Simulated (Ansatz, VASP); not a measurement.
One calculation of B, two programs

```
CELL_PARAMETERS angstrom
0.00000 1.96043 1.96043
1.96043 0.00000 1.96043
1.96043 1.96043 0.00000
ATOMIC_POSITIONS crystal
B 0.00000 0.00000 0.00000
B 0.25000 0.25000 0.25000
```

Alike in both runs: task single point; functional r2SCAN; k mesh 8 × 8 × 8; occupations methfessel-paxton of order 1, width 0.0203 eV; no spin polarisation.

```csv
,VASP,Ansatz
version,VASP 6.6.1,Ansatz 0.2.0
potentials or method,"VASP PAW PBE potentials, release 64 (B), cutoff 520 eV",PAW plane waves
valence electrons in the cell,6,6
```

VASP gave:

```
gap on the k mesh at the Fermi level (eV) : none
pressure (GPa)                            : 21.6
```

Problem. Which values does Ansatz return?

Solution. gap on the k mesh at the Fermi level (eV): none; pressure (GPa): 21.5.

VASP's potentials were made for PBE, not for r2SCAN. A gap of «none» marks a metal or a gap that the smearing closes. With one functional, cell and mesh, what is left measures potentials, basis and numerics.
